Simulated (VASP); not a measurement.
# Al15Ru16 (a cell with a defect) in VASP: relaxation of the atoms with PBE

Aim: the relaxation of the atoms of Al15Ru16 (a cell with a defect) with PBE.

Program: VASP 6.6.1. These are calculated values, not measurements. Logs are shortened: lines on timing, memory, paths and dates and some standing lists are left out, and cuts for length are marked.

## 1. The cell of the first run

The cell holds a defect, 31 atoms: a = 8.495 Å, b = 8.495 Å, c = 8.495 Å, α = 60.00°, β = 60.00°, γ = 60.00°.

## 2. Relaxation of the atoms, PBE

Contents of INCAR:

```
SYSTEM = Al15Ru16
ALGO = Normal
EDIFF = 1E-7
EDIFFG = -0.02
ENCUT = 450
GGA = PE
GGA_COMPAT = .False.
IBRION = 2
ISIF = 2
ISMEAR = 1
LASPH = .True.
LCHARG = .False.
LREAL = Auto
LWAVE = .False.
NELM = 120
NELMIN = 4
NSW = 90
PREC = Accurate
SIGMA = 0.1
```

Contents of KPOINTS:

```
k-points
0
Gamma
  1 1 1
  0 0 0
```

Contents of POSCAR:

```
Al15Ru16
1.0
    0.0000000000      6.0068828200      6.0068828200
    6.0068828200      0.0000000000      6.0068828200
    6.0068828200      6.0068828200      0.0000000000
Al Ru
15 16
Direct
   -0.0001725500     -0.0005831000     -0.0000760400
    0.2496230700      0.2492051800      0.2500138500
    0.0002053000      0.0018653400      0.4994409700
    0.5000000000      0.5000000000      0.5000000000
    0.0023926800      0.4992267400     -0.0024555100
    0.2531916100      0.7473756500      0.2498786000
    0.0007811700      0.5003922400      0.4990496100
    0.2522203100      0.7488798700      0.7469464200
    0.5004214800      0.0013466200     -0.0020586200
    0.7485999700      0.2524280500      0.2505398200
    0.5011275400     -0.0011465100      0.4986637400
    0.7499395300      0.2504851700      0.7467930200
    0.5007822400      0.5011997500      0.0006879800
    0.7491642500      0.7502339800      0.2512744400
    0.7496011300      0.7492552900      0.7501858100
    0.1255146500      0.1244490400      0.1248374300
    0.3750000000      0.3750000000      0.3750000000
    0.1263899900      0.1254845100      0.6242534600
    0.3750000000      0.3750000000      0.8750000000
    0.1259727700      0.6234848900      0.1242748800
    0.3775277000      0.8688325400      0.3750072900
    0.1250000000      0.6250000000      0.6250000000
    0.3755080900      0.8758421400      0.8734445700
    0.6239227300      0.1264162200      0.1240900900
    0.8691558500      0.3791482700      0.3749144600
    0.6250000000      0.1250000000      0.6250000000
    0.8754224300      0.3750804300      0.8738264900
    0.6250275700      0.6243476200      0.1305023600
    0.8757710200      0.8750922800      0.3758327800
    0.6238761400      0.6214282400      0.6232802300
    0.8751300600      0.8738301700      0.8742752500
```

Potentials or basis: VASP PAW PBE potentials, release 64 (Al, Ru_pv).

The run is started by

```
> cat potpaw_PBE.64/Al/POTCAR potpaw_PBE.64/Ru_pv/POTCAR > POTCAR
> mpirun -np 1 vasp_gam > vasp.out
```

OUTCAR:

```text
SYSTEM = Al15Ru16
   EDIFF = 1E-7
   EDIFFG = -0.02
   ENCUT = 450
   GGA = PE
   IBRION = 2
   ISIF = 2
   ISMEAR = 1
   LASPH = .True.
   LREAL = Auto
   NELM = 120
   NELMIN = 4
   NSW = 90
   PREC = Accurate

 ion  position               nearest neighbor table
   1  1.000  0.999  1.000-  16 2.61  27 2.61  18 2.61  23 2.61  24 2.61  29 2.61  31 2.61  20 2.61
                            14 3.00  12 3.02   6 3.02   8 3.02  10 3.03
   2  0.250  0.249  0.250-  16 2.59  18 2.60  20 2.60  24 2.60  19 2.60  17 2.61  21 2.64  25 2.64
                             3 2.98   5 3.00   9 3.00  11 3.00   7 3.00  13 3.02
   3  0.000  0.002  0.499-  16 2.60  18 2.60  29 2.60  31 2.60  26 2.60  22 2.61  25 2.62  21 2.62
                            12 2.98   2 2.98   8 3.00  10 3.01  15 3.02   6 3.03
   4  0.500  0.500  0.500-  30 2.56  21 2.56  25 2.56  28 2.56  22 2.60  26 2.60  17 2.60  19 2.60
                             8 2.98  12 2.98   6 2.99  10 2.99  14 3.00
   5  0.002  0.499  0.998-  22 2.58  19 2.58  20 2.60  31 2.60  16 2.60  27 2.60  28 2.62  25 2.62
                             8 3.00   2 3.00  15 3.00  10 3.01  14 3.03
   6  0.253  0.747  0.250-  21 2.57  28 2.58  17 2.58  22 2.60  23 2.61  20 2.61  16 2.62  29 2.62
                            13 2.98   4 2.99   7 3.00   9 3.01   1 3.02   3 3.03
   7  0.001  0.500  0.499-  17 2.60  29 2.60  27 2.60  22 2.60  20 2.60  18 2.60  30 2.61  25 2.62
                            14 3.00   6 3.00  15 3.00   2 3.00  12 3.01
   8  0.252  0.749  0.747-  30 2.58  21 2.58  22 2.59  19 2.59  18 2.61  23 2.61  31 2.62  20 2.62
                             4 2.98  11 3.00   5 3.00   3 3.00  13 3.02   1 3.02
   9  0.500  0.001  0.998-  26 2.59  19 2.59  31 2.60  24 2.60  16 2.60  23 2.60  28 2.62  21 2.62
[... 31 lines left out ...]
  25  0.869  0.379  0.375-   4 2.56  14 2.57  10 2.58  12 2.58   7 2.62   3 2.62   5 2.62   2 2.64
                            28 2.93  30 2.95  26 2.99  20 3.01  16 3.03  18 3.04
  26  0.625  0.125  0.625-  12 2.58   9 2.59  10 2.60   4 2.60   3 2.60  15 2.61  11 2.61  25 2.99
                            23 3.00  29 3.00  31 3.00  17 3.00  19 3.00
  27  0.875  0.375  0.874-  15 2.60  13 2.60   7 2.60   5 2.60   1 2.61  10 2.61  12 2.62  18 3.00
                            22 3.00  24 3.00  16 3.01  30 3.02  28 3.04
  28  0.625  0.624  0.131-   4 2.56  14 2.57   6 2.58  10 2.58   9 2.62  13 2.62   5 2.62  15 2.64
                            25 2.93  21 2.94  17 3.00  31 3.00  27 3.04  23 3.04
  29  0.876  0.875  0.376-  15 2.60  11 2.60   7 2.60   3 2.60   1 2.61  14 2.61  10 2.62   6 2.62
                            22 2.99  26 3.00  16 3.00  20 3.02  24 3.03  30 3.04
  30  0.624  0.621  0.623-   4 2.56  12 2.57   8 2.58  14 2.58   7 2.61  11 2.62  13 2.62  15 2.64
                            25 2.95  21 2.97  19 2.98  27 3.02  23 3.03  29 3.04
  31  0.875  0.874  0.874-  15 2.60   5 2.60   9 2.60   3 2.60   1 2.61  12 2.61  14 2.61   8 2.62
                            22 2.99  26 3.00  28 3.00  20 3.01  24 3.02  18 3.02

  LATTYP: Found a face centered cubic cell.
 ALAT       =    12.0137656400

  Lattice vectors:

 A1 = (   0.0000000000,   6.0068828200,   6.0068828200)
 A2 = (   6.0068828200,   0.0000000000,   6.0068828200)
 A3 = (   6.0068828200,   6.0068828200,   0.0000000000)

Analysis of symmetry for initial positions (statically):
=====================================================================
 Subroutine PRICEL returns:
 Original cell was already a primitive cell.

 Routine SETGRP: Setting up the symmetry group for a
 face centered cubic supercell.

 Subroutine GETGRP returns: Found  1 space group operations
 (whereof  1 operations were pure point group operations)
 out of a pool of 48 trial point group operations.

The static configuration has the point symmetry C_1 .

Analysis of symmetry for dynamics (positions and initial velocities):
=====================================================================
 Subroutine PRICEL returns:
 Original cell was already a primitive cell.

 Routine SETGRP: Setting up the symmetry group for a
 face centered cubic supercell.

 Subroutine GETGRP returns: Found  1 space group operations
 (whereof  1 operations were pure point group operations)
 out of a pool of 48 trial point group operations.

The dynamic configuration has the point symmetry C_1 .

 Subroutine INISYM returns: Found  1 space group operations
 (whereof  1 operations are pure point group operations),
 and found     1 'primitive' translations

----------------------------------------------------------------------------------------

                                     Primitive cell

  volume of cell :     433.4884

  direct lattice vectors                    reciprocal lattice vectors
     0.000000000  6.006882820  6.006882820    -0.083237848  0.083237848  0.083237848
[... 82 lines left out ...]

  Cartesian coordinates                     Fractional coordinates (reciprocal lattice)
    -0.083237848  0.083237848  0.083237848     1.000000000  0.000000000  0.000000000
     0.083237848 -0.083237848  0.083237848     0.000000000  1.000000000  0.000000000
     0.083237848  0.083237848 -0.083237848     0.000000000  0.000000000  1.000000000

  Length of vectors
     0.144172182  0.144172182  0.144172182

  Shift w.r.t. Gamma in fractional coordinates (k-lattice)
     0.000000000  0.000000000  0.000000000

 Subroutine IBZKPT returns following result:
 ===========================================

 Found      1 irreducible k-points:

 Following reciprocal coordinates:
            Coordinates               Weight
  0.000000  0.000000  0.000000      1.000000
   k-points           NKPTS =      1   k-points in BZ     NKDIM =      1   number of bands    NBANDS=    161
   number of dos      NEDOS =    301   number of ions     NIONS =     31
   total plane-waves  NPLWV = 216000
   dimension x,y,z NGX =    60 NGY =   60 NGZ =   60
   dimension x,y,z NGXF=   120 NGYF=  120 NGZF=  120
   ions per type =              15  16
   NGX,Y,Z   is equivalent  to a cutoff of  11.74, 11.74, 11.74 a.u.
   NGXF,Y,Z  is equivalent  to a cutoff of  23.48, 23.48, 23.48 a.u.
 SYSTEM =  Al15Ru16
   PREC   = accura    normal or accurate (medium, high low for compatibility)
   ISTART =      0    job   : 0-new  1-cont  2-samecut
   ICHARG =      2    charge: 1-file 2-atom 10-const
   ISPIN  =      1    spin polarized calculation?
   LNONCOLLINEAR =      F non collinear calculations
   LSORBIT =      F    spin-orbit coupling
   LASPH  =      T    aspherical Exc in radial PAW
   ENCUT  =  450.0 eV  33.07 Ry    5.75 a.u.  14.69 14.69 14.69*2*pi/ulx,y,z
   NELM   =    120;   NELMIN=  4; NELMDL= -5     # of ELM steps
   EDIFF  = 0.1E-06   stopping-criterion for ELM
   LREAL  =      T    real-space projection
   EDIFFG = -.2E-01   stopping-criterion for IOM
   NSW    =     90    number of steps for IOM
   IBRION =      2    ionic relax: 0-MD 1-quasi-New 2-CG
   NFREE  =      1    steps in history (QN), initial steepest desc. (CG)
   ISIF   =      2    stress and relaxation
   ISYM   =      2    0-nonsym 1-usesym 2-fastsym
   POTIM  = 0.5000    time-step for ionic-motion
   TEBEG  =    0.0;   TEEND  =   0.0 temperature during run
   PSTRESS=    0.0 pullay stress
   NELECT =     269.0000    total number of electrons
   NUPDOWN=      -1.0000    fix difference up-down
   EMIN   =  10.00;   EMAX   =-10.00  energy-range for DOS
   EFERMI =   0.00;   METHOD = LEGACY
   ISMEAR =     1;   SIGMA  =   0.10  broadening in eV -4-tet -1-fermi 0-gaus
   EFERMI_NEDOS =   21; number of points for ismear=-14 and -15
   IALGO  =     38    algorithm
   IMIX   =      4    mixing-type and parameters
     AMIX     =   0.40;   BMIX     =  1.00
     AMIX_MAG =   1.60;   BMIX_MAG =  1.00
  volume/ion in A,a.u.               =      13.98        94.37
  Fermi-wavevector in a.u.,A,eV,Ry     =   1.396368  2.638752 26.529218  1.949842
  Thomas-Fermi vector in A             =   2.519729
   LORBIT       =      0    0 simple, 1 ext, 2 COOP (PROOUT), +10 PAW based schemes
   GGA     = PE    functional components
   LHFCALC =     F    Hartree Fock is set to
   AEXX    =    0.0000 exact exchange contribution
   IVDW    =     0    specifies the selected vdW correction
   LEPSILON=     F    determine dielectric tensor
   LRPA    =     F    only Hartree local field effects (RPA)
 conjugate gradient relaxation of ions
 non-spin polarized calculation
 Methfessel and Paxton  Order N= 1 SIGMA  =   0.10
  energy-cutoff  :      450.00
  volume of cell :      433.49
 maximum number of plane-waves:      4689
 NGX is ok and might be reduce to    60
   NGX = 29   NGY = 29   NGZ = 29

--------------------------------------- Ionic step        1  -------------------------------------------

 number of electron     269.0000030 magnetization

 Free energy of the ion-electron system (eV)
  ---------------------------------------------------
  ext. energy  EPLUGINS =         0.00000000
  ---------------------------------------------------
  free energy    TOTEN  =      -227.05307968 eV

  energy without entropy =     -227.05629920  energy(sigma->0) =     -227.05415286

------------------------ aborting loop because EDIFF is reached ----------------------------------------

  FORCE on cell =-STRESS in cart. coord.  units (eV):
  Direction    XX          YY          ZZ          XY          YZ          ZX
  --------------------------------------------------------------------------------------
  -------------------------------------------------------------------------------------
  Total      -17.3591706    -17.4598325    -17.3206042     -0.0142474      0.0104024      0.0533341
  in kB      -64.1596637    -64.5317109    -64.0171218     -0.0526584      0.0384473      0.1971234
  external PRESSURE =     -64.2361655 kB  Pullay stress =       0.0000000 kB
[... 442 lines left out ...]
--------------------------------------- Ionic step        8  -------------------------------------------

 number of electron     269.0000023 magnetization

 Free energy of the ion-electron system (eV)
  ---------------------------------------------------
  ext. energy  EPLUGINS =         0.00000000
  ---------------------------------------------------
  free energy    TOTEN  =      -227.22619900 eV

  energy without entropy =     -227.22647637  energy(sigma->0) =     -227.22629146

 E-fermi :   9.8476     XC(G=0): -12.3967

 val. band max:        9.8040194973   @ k =   0.0000   0.0000   0.0000
 cond. band min:       9.9868533003   @ k =   0.0000   0.0000   0.0000
 fundamental gap:      0.1828338030
 Fermi energy:         9.8475995922

 k-point     1 :       0.0000    0.0000    0.0000
  band No.  band energies     occupation
      1     -32.3584      2.00000
      2     -32.3573      2.00000
      3     -32.3379      2.00000
      4     -32.3348      2.00000
      5     -32.3345      2.00000
      6     -32.3329      2.00000
[... 138 lines left out ...]
    145      11.3386     -0.00000
    146      11.3390     -0.00000
 [bands above 146 left out]

------------------------ aborting loop because EDIFF is reached ----------------------------------------

  FORCE on cell =-STRESS in cart. coord.  units (eV):
  Direction    XX          YY          ZZ          XY          YZ          ZX
  --------------------------------------------------------------------------------------
  -------------------------------------------------------------------------------------
  Total      -18.4397650    -18.4981186    -18.5107418     -0.0145814      0.0169249      0.0448235
  in kB      -68.1535510    -68.3692266    -68.4158818     -0.0538931      0.0625544      0.1656680
  external PRESSURE =     -68.3128864 kB  Pullay stress =       0.0000000 kB
[... 46 lines left out ...]
  FREE ENERGIE OF THE ION-ELECTRON SYSTEM (eV)
  ---------------------------------------------------
  free  energy   TOTEN  =      -227.2261990023 eV

  energy  without entropy=     -227.2264763711  energy(sigma->0) =     -227.22629146

 reached required accuracy - stopping structural energy minimisation
```

Wall time 17 min (1 thread of AMD EPYC 7R43 (Zen 3), shared host); peak memory 0.49 GiB.

What came out:

```
Free energy                  : -227.2262 eV
Energy gained by relaxing    : 5.6 meV/atom
Ionic steps                  : 8
Pressure after relaxing      : -6.8 GPa
Largest force after relaxing : 0.008 eV/Å
Band gap on the k mesh       : zero (an odd number of electrons rules out a gap without spin polarisation)
```

Forces in eV/Å, atoms in the order of the input:
```
Al   0.002  0.000 -0.001
Al   0.001  0.001  0.002
Al  -0.001  0.002 -0.002
Al  -0.003  0.000  0.004
Al   0.005 -0.001 -0.001
Al   0.000  0.000  0.001
Al   0.000 -0.002  0.001
Al   0.005  0.000  0.000
Al   0.000  0.003  0.000
Al  -0.003 -0.001 -0.001
Al  -0.001  0.001  0.002
Al   0.001  0.001  0.002
Al  -0.001 -0.003 -0.002
Al  -0.001 -0.002 -0.006
Al   0.001 -0.002  0.000
Ru  -0.001  0.002 -0.004
Ru   0.001 -0.002  0.005
Ru   0.006  0.004  0.001
Ru  -0.006 -0.003 -0.001
Ru  -0.003  0.001  0.000
Ru   0.002  0.001  0.001
Ru  -0.005  0.000  0.000
Ru   0.005  0.000  0.000
Ru   0.003 -0.003  0.000
Ru  -0.003  0.004  0.000
Ru   0.001  0.001  0.004
Ru  -0.002  0.001 -0.002
Ru  -0.004 -0.003 -0.002
Ru   0.002  0.002 -0.001
Ru   0.003 -0.001 -0.001
Ru  -0.001 -0.002  0.000
```

Step by step:
```tsv
step	energy change (eV)	largest force (eV/Å)	pressure (GPa)
1	0.0000	0.8110	-6.42
2	-0.1647	0.1703	-6.73
3	-0.1667	0.1339	-6.75
4	-0.1719	0.0482	-6.80
5	-0.1723	0.0514	-6.81
6	-0.1729	0.0243	-6.82
7	-0.1730	0.0202	-6.83
8	-0.1731	0.0077	-6.83
```

Final structure:
```cif
data_structure
_symmetry_space_group_name_H-M 'P 1'
_symmetry_Int_Tables_number 1
_cell_length_a 8.4950
_cell_length_b 8.4950
_cell_length_c 8.4950
_cell_angle_alpha 60.000
_cell_angle_beta 60.000
_cell_angle_gamma 60.000
_cell_volume 433.49
loop_
_atom_site_label
_atom_site_type_symbol
_atom_site_fract_x
_atom_site_fract_y
_atom_site_fract_z
_atom_site_occupancy
Al1 Al 0.00130 0.00087 0.99842 1
Al2 Al 0.24960 0.24927 0.24966 1
Al3 Al 0.00050 0.00124 0.49960 1
Al4 Al 0.49737 0.49702 0.50241 1
Al5 Al 0.00263 0.49721 0.99718 1
Al6 Al 0.25076 0.74882 0.24955 1
Al7 Al 0.00170 0.49839 0.50090 1
Al8 Al 0.25019 0.74924 0.74929 1
Al9 Al 0.49844 0.00172 0.99756 1
Al10 Al 0.75016 0.25012 0.24935 1
Al11 Al 0.49915 0.00049 0.50071 1
Al12 Al 0.75010 0.24925 0.74914 1
Al13 Al 0.50065 0.50107 0.99990 1
Al14 Al 0.75058 0.75094 0.24967 1
Al15 Al 0.74987 0.74904 0.75021 1
Ru1 Ru 0.12697 0.12563 0.11977 1
Ru2 Ru 0.37315 0.37181 0.37988 1
Ru3 Ru 0.12790 0.12705 0.62689 1
Ru4 Ru 0.37435 0.37348 0.87452 1
Ru5 Ru 0.12628 0.62426 0.12404 1
Ru6 Ru 0.37477 0.87453 0.37463 1
Ru7 Ru 0.12529 0.62177 0.62561 1
Ru8 Ru 0.37288 0.88140 0.87199 1
Ru9 Ru 0.62449 0.12672 0.12386 1
Ru10 Ru 0.87470 0.37535 0.37439 1
Ru11 Ru 0.62072 0.12508 0.62602 1
Ru12 Ru 0.88060 0.37262 0.87228 1
Ru13 Ru 0.62554 0.62495 0.12515 1
Ru14 Ru 0.87610 0.87554 0.37536 1
Ru15 Ru 0.62488 0.62403 0.62551 1
Ru16 Ru 0.87549 0.87466 0.87396 1
```

Caveat: the k points lie up to 0.91 Å⁻¹ apart, too coarse for converged energies and pressures of a metal.
